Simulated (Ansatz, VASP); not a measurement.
**Two plane-wave programs on Hf4N**

File INCAR:

```
ALGO = Normal
EDIFF = 1E-6
EDIFFG = -0.04
ENCUT = 600
GGA = PE
IBRION = 2
ISIF = 3
ISMEAR = 0
LASPH = True
LCHARG = False
LREAL = False
LWAVE = False
NELM = 80
NSW = 90
PREC = Accurate
SIGMA = 0.1
```

Contents of KPOINTS:

```
k-points
0
Gamma
  4 4 4
```

Contents of POSCAR:

```
Hf4N
1.0
   -2.7658246800      2.7658246800      2.7658246800
    2.7658246800     -2.7658246800      2.7658246800
    2.7658246800      2.7658246800     -2.7658246800
Hf N
4 1
Direct
    0.5000000000      0.5000000000      0.5000000000
    0.5000000000      0.0000000000      0.0000000000
    0.0000000000      0.0000000000      0.5000000000
    0.0000000000      0.5000000000      0.0000000000
    0.0000000000      0.0000000000      0.0000000000
```

Input for Ansatz:

```yaml
crystal:
  lattice:
    - [-2.76582468, 2.76582468, 2.76582468]
    - [2.76582468, -2.76582468, 2.76582468]
    - [2.76582468, 2.76582468, -2.76582468]
  atoms:
    - { symbol: Hf, position: [0.5, 0.5, 0.5] }
    - { symbol: Hf, position: [0.5, 0.0, 0.0] }
    - { symbol: Hf, position: [0.0, 0.0, 0.5] }
    - { symbol: Hf, position: [0.0, 0.5, 0.0] }
    - { symbol: "N", position: [0.0, 0.0, 0.0] }
basis:
  ecutwfc: 420
kpoints:
  mp_grid: { grid: [4, 4, 4] }
hamiltonian:
  xc: pbe
scf:
  occupations: { method: gaussian, width: 0.1 }
  lower_state_search: "off"
output:
  forces: true
  stress: true
  eigenvalues: true
relax:
  adjacent_minimum: "off"
  f_tol: 0.04
  max_steps: 70
  cell: { stress_tol: 0.4 }
```

Change from the starting cell: species swapped into the Hg4Pt type (Im-3m, No. 229).

Alike in both runs: task relaxation of cell and atoms; functional PBE; k mesh 4 × 4 × 4; occupations gaussian, width 0.1 eV; no spin polarisation.

|  | VASP | Ansatz |
| --- | --- | --- |
| version | VASP 6.6.1 | Ansatz 0.2.0 |
| potentials or method | VASP PAW PBE potentials, release 64 (Hf_pv, N), cutoff 600 eV | scalar-relativistic, plane waves, PAW |
| valence electrons in the cell | 45 | 109 |

```csv
,VASP,Ansatz,Ansatz less VASP
"gap on the k mesh at the Fermi level, each at its own relaxed structure (eV)",none,none,-
relaxed volume (Å³/atom),18.57,18.66,+0.086
relaxed cell length with the largest relative difference (Å),4.941,4.949,+0.0076
```

A gap of «none» marks a metal or a gap that the smearing closes. VASP's potentials hold 45 valence electrons a cell and Ansatz's 109, so a difference there can come from the potentials and not from the codes.

The k mesh is coarse, so the values compare programs but aren't converged. Spin-orbit coupling is off throughout.
